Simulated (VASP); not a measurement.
# TiC (dpbe) (Fm-3m) in VASP: notebook, part 2 of 2

VASP 6.6.1.

**3. Single point, PBE**

The input, INCAR:

```
SYSTEM = TiC
PREC     = Accurate       ! precision mode
ENCUT    = 520            ! plane-wave cutoff, eV
EDIFF    = 1E-6           ! SCF threshold, eV
ISMEAR   = 0              ! smearing method
SIGMA    = 0.1            ! smearing width, eV
LREAL    = .FALSE.        ! projectors in reciprocal space
LASPH    = .TRUE.         ! aspherical terms in the spheres
NELM     = 100            ! most SCF steps
ALGO     = Normal         ! electronic algorithm
ISIF     = 2              ! what is computed and relaxed
LWAVE    = .FALSE.        ! write WAVECAR
LCHARG   = .FALSE.        ! write CHGCAR
GGA      = PE             ! functional
NBANDS   = 15             ! bands
```

The input, KPOINTS:

```
Automatic mesh
0
G
  14 14 14
  0 0 0
```

The input, POSCAR:

```
TiC
1.0
    0.0000000000      2.1662669572      2.1662669572
    2.1662669572      0.0000000000      2.1662669572
    2.1662669572      2.1662669572      0.0000000000
Ti C
1 1
Direct
    0.0000000000      0.0000000000      0.0000000000
    0.5000000000      0.5000000000      0.5000000000
```

Potentials or basis: VASP PAW PBE potentials, release 64 (Ti_sv, C).

Command:

```console
$ cat potpaw_PBE.64/Ti_sv/POTCAR potpaw_PBE.64/C/POTCAR > POTCAR
$ mpirun -np 1 vasp_std > vasp.out
```

OUTCAR:

```text
SYSTEM = TiC
   PREC = Accurate
   ENCUT = 520
   EDIFF = 1E-6
   ISMEAR = 0
   LREAL = .FALSE.
   LASPH = .TRUE.
   NELM = 100
   ISIF = 2
   GGA = PE

 ion  position               nearest neighbor table
   1  0.000  0.000  0.000-   2 2.17   2 2.17   2 2.17   2 2.17   2 2.17   2 2.17
   2  0.500  0.500  0.500-   1 2.17   1 2.17   1 2.17   1 2.17   1 2.17   1 2.17

  LATTYP: Found a face centered cubic cell.
 ALAT       =     4.3325339144

  Lattice vectors:

 A1 = (   0.0000000000,   2.1662669572,   2.1662669572)
 A2 = (   2.1662669572,   0.0000000000,   2.1662669572)
 A3 = (   2.1662669572,   2.1662669572,   0.0000000000)

Analysis of symmetry for initial positions (statically):
=====================================================================
 Subroutine PRICEL returns:
 Original cell was already a primitive cell.

 Routine SETGRP: Setting up the symmetry group for a
 face centered cubic supercell.

 Subroutine GETGRP returns: Found 48 space group operations
 (whereof 48 operations were pure point group operations)
 out of a pool of 48 trial point group operations.

The static configuration has the point symmetry O_h .

Analysis of symmetry for dynamics (positions and initial velocities):
=====================================================================
 Subroutine PRICEL returns:
 Original cell was already a primitive cell.

 Routine SETGRP: Setting up the symmetry group for a
 face centered cubic supercell.

 Subroutine GETGRP returns: Found 48 space group operations
 (whereof 48 operations were pure point group operations)
 out of a pool of 48 trial point group operations.

The dynamic configuration has the point symmetry O_h .

 Subroutine INISYM returns: Found 48 space group operations
 (whereof 48 operations are pure point group operations),
 and found     1 'primitive' translations

----------------------------------------------------------------------------------------

                                     Primitive cell

  volume of cell :      20.3313

  direct lattice vectors                    reciprocal lattice vectors
     0.000000000  2.166266957  2.166266957    -0.230811811  0.230811811  0.230811811
     2.166266957  0.000000000  2.166266957     0.230811811 -0.230811811  0.230811811
     2.166266957  2.166266957  0.000000000     0.230811811  0.230811811 -0.230811811

  length of vectors
     3.063564111  3.063564111  3.063564111     0.399777784  0.399777784  0.399777784

  position of ions in fractional coordinates (direct lattice)
     0.000000000  0.000000000  0.000000000
     0.500000000  0.500000000  0.500000000

  ion indices of the primitive-cell ions
   primitive index   ion index
                 1           1
                 2           2

----------------------------------------------------------------------------------------

 KPOINTS: Automatic mesh

Automatic generation of k-mesh.
 Grid dimensions read from file:
 generate k-points for:   14   14   14

 Generating k-lattice:

  Cartesian coordinates                     Fractional coordinates (reciprocal lattice)
    -0.016486558  0.016486558  0.016486558     0.071428571  0.000000000  0.000000000
     0.016486558 -0.016486558  0.016486558     0.000000000  0.071428571  0.000000000
     0.016486558  0.016486558 -0.016486558     0.000000000  0.000000000  0.071428571

  Length of vectors
     0.028555556  0.028555556  0.028555556

  Shift w.r.t. Gamma in fractional coordinates (k-lattice)
     0.000000000  0.000000000  0.000000000

 Subroutine IBZKPT returns following result:
 ===========================================

 Found    104 irreducible k-points:

 Following reciprocal coordinates:
            Coordinates               Weight
  0.000000  0.000000  0.000000      1.000000
  0.071429  0.000000  0.000000      8.000000
  0.142857  0.000000  0.000000      8.000000
  0.214286  0.000000  0.000000      8.000000
  0.285714  0.000000  0.000000      8.000000
  0.357143  0.000000  0.000000      8.000000
[... 16 lines left out ...]
  0.214286  0.142857  0.000000     24.000000
  0.285714  0.142857  0.000000     24.000000
 [... further k-points ...]
   k-points           NKPTS =    104   k-points in BZ     NKDIM =    104   number of bands    NBANDS=     15
   number of dos      NEDOS =    301   number of ions     NIONS =      2
   total plane-waves  NPLWV =  13824
   dimension x,y,z NGX =    24 NGY =   24 NGZ =   24
   dimension x,y,z NGXF=    48 NGYF=   48 NGZF=   48
   ions per type =               1   1
   NGX,Y,Z   is equivalent  to a cutoff of  13.02, 13.02, 13.02 a.u.
   NGXF,Y,Z  is equivalent  to a cutoff of  26.05, 26.05, 26.05 a.u.
 SYSTEM =  TiC
   PREC   = accura    normal or accurate (medium, high low for compatibility)
   ISTART =      0    job   : 0-new  1-cont  2-samecut
   ICHARG =      2    charge: 1-file 2-atom 10-const
   ISPIN  =      1    spin polarized calculation?
   LNONCOLLINEAR =      F non collinear calculations
   LSORBIT =      F    spin-orbit coupling
   LASPH  =      T    aspherical Exc in radial PAW
   ENCUT  =  520.0 eV  38.22 Ry    6.18 a.u.   5.70  5.70  5.70*2*pi/ulx,y,z
   NELM   =    100;   NELMIN=  2; NELMDL= -5     # of ELM steps
   EDIFF  = 0.1E-05   stopping-criterion for ELM
   LREAL  =      F    real-space projection
   EDIFFG = 0.1E-04   stopping-criterion for IOM
   NSW    =      0    number of steps for IOM
   IBRION =     -1    ionic relax: 0-MD 1-quasi-New 2-CG
   NFREE  =      0    steps in history (QN), initial steepest desc. (CG)
   ISIF   =      2    stress and relaxation
   ISYM   =      2    0-nonsym 1-usesym 2-fastsym
   POTIM  = 0.5000    time-step for ionic-motion
   TEBEG  =    0.0;   TEEND  =   0.0 temperature during run
   PSTRESS=    0.0 pullay stress
   NELECT =      16.0000    total number of electrons
   NUPDOWN=      -1.0000    fix difference up-down
   EMIN   =  10.00;   EMAX   =-10.00  energy-range for DOS
   EFERMI =   0.00;   METHOD = LEGACY
   ISMEAR =     0;   SIGMA  =   0.10  broadening in eV -4-tet -1-fermi 0-gaus
   EFERMI_NEDOS =   21; number of points for ismear=-14 and -15
   IALGO  =     38    algorithm
   IMIX   =      4    mixing-type and parameters
     AMIX     =   0.40;   BMIX     =  1.00
     AMIX_MAG =   1.60;   BMIX_MAG =  1.00
  volume/ion in A,a.u.               =      10.17        68.60
  Fermi-wavevector in a.u.,A,eV,Ry     =   1.511447  2.856220 31.082119  2.284471
  Thomas-Fermi vector in A             =   2.621503
   LORBIT       =      0    0 simple, 1 ext, 2 COOP (PROOUT), +10 PAW based schemes
   GGA     = PE    functional components
   LHFCALC =     F    Hartree Fock is set to
   AEXX    =    0.0000 exact exchange contribution
   IVDW    =     0    specifies the selected vdW correction
   LEPSILON=     F    determine dielectric tensor
   LRPA    =     F    only Hartree local field effects (RPA)
 non-spin polarized calculation
 Gauss-broadening in eV      SIGMA  =   0.10
  energy-cutoff  :      520.00
  volume of cell :       20.33
 maximum number of plane-waves:       568
   NGX = 11   NGY = 11   NGZ = 11

 number of electron      16.0000000 magnetization

 Free energy of the ion-electron system (eV)
  ---------------------------------------------------
  ext. energy  EPLUGINS =         0.00000000
  ---------------------------------------------------
  free energy    TOTEN  =       -18.70985443 eV

  energy without entropy =      -18.70833046  energy(sigma->0) =      -18.70909245

 E-fermi :   9.3988     XC(G=0): -12.6937

 val. band max:        9.3680271589   @ k =   0.5000   0.5000   0.0000
 cond. band min:       9.4079876545   @ k =   0.3571   0.2857   0.0000
 fundamental gap:      0.0399604955
 Fermi energy:         9.3988354443

 k-point     1 :       0.0000    0.0000    0.0000
  band No.  band energies     occupation
      1     -47.1873      2.00000
      2     -23.2118      2.00000
      3     -23.2118      2.00000
      4     -23.2118      2.00000
      5      -2.9894      2.00000
      6      10.0970      0.00000
      7      10.0970      0.00000
      8      10.0970      0.00000
      9      11.0806      0.00000
     10      11.0806      0.00000
     11      11.0806      0.00000
     12      11.1149      0.00000
     13      11.1149      0.00000
     14      19.8752      0.00000
     15      23.4325      0.00000
[... 397 lines left out ...]
 k-point    24 :       0.2857    0.1429    0.0000
  band No.  band energies     occupation
      1     -47.1442      2.00000
      2     -23.4550      2.00000
      3     -23.2720      2.00000
      4     -23.2637      2.00000
      5      -1.5425      2.00000
      6       6.2439      2.00000
      7       7.7647      2.00000
      8       8.2982      2.00000
      9      10.2259      0.00000
     10      11.6943      0.00000
     11      12.8026      0.00000
     12      13.9144      0.00000
     13      15.7547      0.00000
     14      21.5151      0.00000
     15      23.6660      0.00000

 [... further k-points ...]
[... 5 lines left out ...]
  --------------------------------------------------------------------------------------
  -------------------------------------------------------------------------------------
  Total        0.0325524      0.0325524      0.0325524      0.0000000     -0.0000000      0.0000000
  in kB        2.5652406      2.5652406      2.5652406      0.0000000     -0.0000000      0.0000000
  external PRESSURE =       2.5652406 kB  Pullay stress =       0.0000000 kB

 VOLUME and BASIS-vectors are now :
 -----------------------------------------------------------------------------
  energy-cutoff  :      520.00
  volume of cell :       20.33
      direct lattice vectors                 reciprocal lattice vectors
     0.000000000  2.166266957  2.166266957    -0.230811811  0.230811811  0.230811811
     2.166266957  0.000000000  2.166266957     0.230811811 -0.230811811  0.230811811
     2.166266957  2.166266957  0.000000000     0.230811811  0.230811811 -0.230811811

 POSITION                                       TOTAL-FORCE (eV/Angst)
 -----------------------------------------------------------------------------------
      0.00000      0.00000      0.00000         0.000000      0.000000      0.000000
      2.16627      2.16627      2.16627        -0.000000     -0.000000     -0.000000
 -----------------------------------------------------------------------------------
    total drift:                                0.000000     -0.000000     -0.000000

  FREE ENERGIE OF THE ION-ELECTRON SYSTEM (eV)
  ---------------------------------------------------
  free  energy   TOTEN  =       -18.7098544286 eV

  energy  without entropy=      -18.7083304625  energy(sigma->0) =      -18.70909245
```

Run time: 20 s. Hardware: 1 thread of Intel Xeon Platinum 8259CL at 2.50GHz (Skylake/Cascade Lake), shared host; peak memory 0.16 GiB.

Results:

```
Free energy            : -18.7099 eV
Pressure               : 0.3 GPa
Band gap on the k mesh : zero (band 8 reaches 10.10 eV, above the bottom of band 9 at 9.00 eV)
```

**4. Single point, PBE**

The input, INCAR:

```
PREC = Accurate
ENCUT = 520
EDIFF = 1E-7
ISMEAR = -1
SIGMA = 0.15
LREAL = False
LASPH = True
NELM = 100
ALGO = Normal
ISIF = 2
LWAVE = False
LCHARG = False
GGA = PE
NBANDS = 15
```

The input, KPOINTS:

```
Automatic mesh
0
Gamma
  16 16 16
```

The input, POSCAR:

```
TiC
1.0
    0.0000000000      2.1664745110      2.1664745110
    2.1664745110      0.0000000000      2.1664745110
    2.1664745110      2.1664745110      0.0000000000
Ti C
1 1
Direct
    0.0000000000      0.0000000000      0.0000000000
    0.5000000000      0.5000000000      0.5000000000
```

Potentials or basis: VASP PAW PBE potentials, release 64 (Ti_sv, C).

Command:

```console
$ cat potpaw_PBE.64/Ti_sv/POTCAR potpaw_PBE.64/C/POTCAR > POTCAR
$ mpirun -np 1 vasp_std > vasp.out
```

OUTCAR:

```text
PREC = Accurate
   ENCUT = 520
   EDIFF = 1E-7
   ISMEAR = -1
   LREAL = False
   LASPH = True
   NELM = 100
   ISIF = 2
   GGA = PE

 ion  position               nearest neighbor table
   1  0.000  0.000  0.000-   2 2.17   2 2.17   2 2.17   2 2.17   2 2.17   2 2.17
   2  0.500  0.500  0.500-   1 2.17   1 2.17   1 2.17   1 2.17   1 2.17   1 2.17

  LATTYP: Found a face centered cubic cell.
 ALAT       =     4.3329490220

  Lattice vectors:

 A1 = (   0.0000000000,   2.1664745110,   2.1664745110)
 A2 = (   2.1664745110,   0.0000000000,   2.1664745110)
 A3 = (   2.1664745110,   2.1664745110,   0.0000000000)

Analysis of symmetry for initial positions (statically):
=====================================================================
 Subroutine PRICEL returns:
 Original cell was already a primitive cell.

 Routine SETGRP: Setting up the symmetry group for a
 face centered cubic supercell.

 Subroutine GETGRP returns: Found 48 space group operations
 (whereof 48 operations were pure point group operations)
 out of a pool of 48 trial point group operations.

The static configuration has the point symmetry O_h .

Analysis of symmetry for dynamics (positions and initial velocities):
[... 169 lines left out ...]
      3     -23.2140      2.00000
      4     -23.2140      2.00000
      5      -2.9933      2.00000
      6      10.0947      0.01882
      7      10.0947      0.01882
      8      10.0948      0.01882
      9      11.0737      0.00003
     10      11.0737      0.00003
     11      11.0737      0.00003
     12      11.1125      0.00002
     13      11.1125      0.00002
     14      19.8655      0.00000
[... 401 lines left out ...]
      2     -23.2604      2.00000
      3     -23.2269      2.00000
      4     -23.2152      2.00000
      5      -2.7604      2.00000
      6       9.1826      1.61215
      7       9.3681      1.09359
      8       9.3760      1.06735
      9      10.2053      0.00905
     10      10.7790      0.00020
     11      11.6636      0.00000
     12      12.2203      0.00000
     13      13.0814      0.00000
     14      20.2734      0.00000
     15      23.4963      0.00000

 [... further k-points ...]
[... 5 lines left out ...]
  --------------------------------------------------------------------------------------
  -------------------------------------------------------------------------------------
  Total        0.0359437      0.0359437      0.0359437      0.0000000     -0.0000000      0.0000000
  in kB        2.8316680      2.8316680      2.8316680      0.0000000     -0.0000000      0.0000000
  external PRESSURE =       2.8316680 kB  Pullay stress =       0.0000000 kB

 VOLUME and BASIS-vectors are now :
 -----------------------------------------------------------------------------
  energy-cutoff  :      520.00
  volume of cell :       20.34
      direct lattice vectors                 reciprocal lattice vectors
     0.000000000  2.166474511  2.166474511    -0.230789699  0.230789699  0.230789699
     2.166474511  0.000000000  2.166474511     0.230789699 -0.230789699  0.230789699
     2.166474511  2.166474511  0.000000000     0.230789699  0.230789699 -0.230789699

 POSITION                                       TOTAL-FORCE (eV/Angst)
 -----------------------------------------------------------------------------------
      0.00000      0.00000      0.00000         0.000000      0.000000      0.000000
      2.16647      2.16647      2.16647         0.000000      0.000000      0.000000
 -----------------------------------------------------------------------------------
    total drift:                                0.000000     -0.000000     -0.000000

  FREE ENERGIE OF THE ION-ELECTRON SYSTEM (eV)
  ---------------------------------------------------
  free  energy   TOTEN  =       -18.7208631693 eV

  energy  without entropy=      -18.6959122992  energy(sigma->0) =      -18.70838773
```

OSZICAR:

```text
N       E                     dE             d eps       ncg     rms          rms(c)
DAV:   1     0.119095744421E+03    0.11910E+03   -0.79586E+03  4357   0.128E+03
DAV:   2    -0.166490688134E+02   -0.13574E+03   -0.12693E+03  4651   0.338E+02
DAV:   3    -0.240890476936E+02   -0.74400E+01   -0.73191E+01  5725   0.774E+01
DAV:   4    -0.243205726848E+02   -0.23152E+00   -0.23133E+00  5335   0.126E+01
DAV:   5    -0.243256117974E+02   -0.50391E-02   -0.50384E-02  5759   0.164E+00    0.182E+01
DAV:   6    -0.193479482370E+02    0.49777E+01   -0.11839E+01  6205   0.562E+01    0.695E+00
DAV:   7    -0.187574288570E+02    0.59052E+00   -0.21931E+00  5128   0.208E+01    0.490E+00
DAV:   8    -0.187343338515E+02    0.23095E-01   -0.10857E-01  4856   0.339E+00    0.346E+00
DAV:   9    -0.187245331146E+02    0.98007E-02   -0.10040E-01  5877   0.445E+00    0.751E-01
DAV:  10    -0.187230723446E+02    0.14608E-02   -0.12254E-02  5784   0.140E+00    0.645E-01
DAV:  11    -0.187210639417E+02    0.20084E-02   -0.27709E-03  4994   0.740E-01    0.209E-01
DAV:  12    -0.187208741407E+02    0.18980E-03   -0.36480E-04  5891   0.272E-01    0.433E-02
DAV:  13    -0.187208630070E+02    0.11134E-04   -0.56611E-05  4924   0.738E-02    0.543E-03
DAV:  14    -0.187208633253E+02   -0.31838E-06   -0.16037E-06  4973   0.118E-02    0.392E-03
DAV:  15    -0.187208631874E+02    0.13795E-06   -0.40518E-07  5211   0.105E-02    0.261E-03
DAV:  16    -0.187208631693E+02    0.18052E-07   -0.70894E-08  3307   0.461E-03
   1 F= -.18720863E+02 E0= -.18708388E+02  d E =-.249509E-01
```

Run time: 30 s. Hardware: 1 thread of Intel Xeon Platinum 8259CL at 2.50GHz (Skylake/Cascade Lake), shared host; peak memory 0.17 GiB.

What came out:

| Property | Result |
| --- | --- |
| Free energy | -18.7209 eV |
| Pressure | 0.3 GPa |
| Band gap on the k mesh | zero (band 8 reaches 10.09 eV, above the bottom of band 9 at 9.00 eV) |

Levels at points of the mesh, in eV from the Fermi level:
```
           k point  band 4  band 5  band 6  band 7  band 8  band 9  band 10  band 11  band 12  band 13
(0.00, 0.00, 0.00)  -32.61  -12.39    0.70    0.70    0.70    1.68     1.68     1.68     1.72     1.72
(0.50, 0.00, 0.00)  -32.66   -8.92   -5.83   -2.89   -2.89    2.92     2.92     4.10     8.15     8.15
(0.50, 0.50, 0.00)  -32.78  -10.11   -3.43   -1.61   -0.03   -0.03     2.71     3.52     3.52     5.79
```

**5. Relaxation of cell and atoms, PBE**

The input, INCAR:

```
SYSTEM = TiC
PREC = Accurate
ENCUT = 600
EDIFF = 1E-7
ISMEAR = 0
SIGMA = 0.1
LREAL = .FALSE.
LASPH = .TRUE.
NELM = 60
ALGO = Normal
ISIF = 3
LWAVE = .FALSE.
LCHARG = .FALSE.
GGA = PE
IBRION = 2
NSW = 100
EDIFFG = -0.002
```

The input, KPOINTS:

```
Automatic mesh
0
G
  14 14 14
  0 0 0
```

The input, POSCAR:

```
TiC
1.0
    0.0000000000      2.1657188400      2.1657188400
    2.1657188400      0.0000000000      2.1657188400
    2.1657188400      2.1657188400      0.0000000000
Ti C
1 1
Direct
    0.0000000000      0.0000000000      0.0000000000
    0.5000000000      0.5000000000      0.5000000000
```

Command:

```console
$ cat potpaw_PBE.64/Ti_sv/POTCAR potpaw_PBE.64/C/POTCAR > POTCAR
$ mpirun -np 1 vasp_std > vasp.out
```

It took 41 s on 1 thread of Intel Xeon Platinum 8259CL at 2.50GHz (Skylake/Cascade Lake), shared host; peak memory 0.17 GiB.

It converged, with:

```yaml
Free_energy: -18.7104 eV
Relaxed_volume: 10.17 Å³/atom
Relaxed_cell: a = 3.064 Å, b = 3.064 Å, c = 3.064 Å, α = 60.00°, β = 60.00°, γ = 60.00°
Space_group_after_relaxing_to_0.05_Å: Fm-3m (No. 225)
Energy_gained_by_relaxing: 0.0 meV/atom
Ionic_steps: 3
Pressure_after_relaxing: 0.0 GPa
Band_gap_on_the_k_mesh: zero (band 8 reaches 10.09 eV, above the bottom of band 9 at 8.99 eV)
```

Final structure:
```cif
data_structure
_symmetry_space_group_name_H-M 'P 1'
_symmetry_Int_Tables_number 1
_cell_length_a 3.0643
_cell_length_b 3.0643
_cell_length_c 3.0643
_cell_angle_alpha 60.000
_cell_angle_beta 60.000
_cell_angle_gamma 60.000
_cell_volume 20.35
loop_
_atom_site_label
_atom_site_type_symbol
_atom_site_fract_x
_atom_site_fract_y
_atom_site_fract_z
_atom_site_occupancy
Ti1 Ti 0.00000 0.00000 0.00000 1
C1 C 0.50000 0.50000 0.50000 1
```

Levels at points of the mesh, in eV from the Fermi level:
```
           k point  band 6  band 7  band 8  band 9  band 10  band 11
(0.00, 0.00, 0.00)    0.70    0.70    0.70    1.68     1.68     1.68
(0.50, 0.00, 0.00)   -5.82   -2.88   -2.88    2.91     2.91     4.09
(0.50, 0.50, 0.00)   -3.42   -1.61   -0.03   -0.03     2.71     3.51
```

**6. The runs side by side**

```csv
task,cell,k mesh,cutoff (eV),smearing,gap on the mesh (eV),pressure (GPa)
single point,"a = 3.063 Å, angles 60.0°, 2 atoms",8 × 8 × 8,520,gaussian 0.1 eV,none,0.4
single point,"a = 3.064 Å, angles 60.0°, 2 atoms",14 × 14 × 14,520,gaussian 0.1 eV,none,0.3
single point,"a = 3.064 Å, angles 60.0°, 2 atoms",16 × 16 × 16,520,fermi-dirac 0.15 eV,none,0.3
relaxation of cell and atoms,"relaxed from a = 3.063 Å, angles 60.0°, 2 atoms",14 × 14 × 14,600,gaussian 0.1 eV,none,0.0
```

Alike in all rows: level PBE; potentials or basis VASP PAW PBE potentials, release 64 (Ti_sv, C); no spin polarisation.

Every run on the cell as given and a fine mesh finds a metal.

Total energies depend on the potentials used, so only differences within one code and one set of settings carry meaning.
